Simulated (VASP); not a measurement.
Set up this calculation in VASP 6.6.1, as the native input.

* Task: single point
* Functional: PBE
* Potentials or basis: VASP PAW PBE potentials, release 64 (Ga_d, P, In_d)
* Cutoff: 520 eV
* k mesh: 6 × 6 × 6
* Occupations: gaussian, width 0.01 eV
* Spin: no spin polarisation
* Dipole correction: no
* Further INCAR settings: ALGO = Normal; EDIFF = 1e-07; NBANDS = 46

The structure of In3GaP4 lies in POSCAR:

```
In3GaP4
1.0
   -2.8629237452      2.8629237452      5.7168750939
    2.8629237452     -2.8629237452      5.7168750939
    2.8629237452      2.8629237452     -5.7168750939
Ga P In
1 4 3
Direct
    0.0000000000      0.0000000000      0.0000000000
    0.3563799063      0.3563799063      0.4733745763
    0.1169946699      0.6436200937      0.0000000000
    0.8830053301      0.8830053301      0.5266254237
    0.6436200937      0.1169946699      0.0000000000
    0.7500000000      0.2500000000      0.5000000000
    0.5000000000      0.5000000000      0.0000000000
    0.2500000000      0.7500000000      0.5000000000
```

One way to write it, as run:

INCAR

```
PREC     = Accurate       # precision mode
ENCUT    = 520            # plane-wave cutoff, eV
EDIFF    = 1E-7           # SCF threshold, eV
ISMEAR   = 0              # smearing method
SIGMA    = 0.01           # smearing width, eV
LREAL    = F              # projectors in reciprocal space
LASPH    = T              # aspherical terms in the spheres
NELM     = 80             # most SCF steps
ALGO     = Normal         # electronic algorithm
ISIF     = 2              # what is computed and relaxed
LWAVE    = F              # write WAVECAR
LCHARG   = F              # write CHGCAR
GGA      = PE             # functional
NBANDS   = 46             # bands
```

KPOINTS

```
Automatic mesh
0
Gamma
  6 6 6
```

Potentials or basis: VASP PAW PBE potentials, release 64 (Ga_d, P, In_d).

Command:

```sh
$ cat potpaw_PBE.64/Ga_d/POTCAR potpaw_PBE.64/P/POTCAR potpaw_PBE.64/In_d/POTCAR > POTCAR
$ mpirun -np 1 vasp_std > vasp.out
```

Results of the run:

| Item | Value |
| --- | --- |
| Pressure | 4.5 GPa |
| Largest force | 0.037 eV/Å |
| Band gap on the k mesh | 1.01 eV |

Caveat: the cell stands under pressure; spin-orbit coupling is left out, which moves the levels of the heavy elements.

Wall time 8.5 min on 1 thread of Intel(R) Xeon(R) Platinum 8488C (Sapphire Rapids) (shared host), peak memory 0.53 GiB.
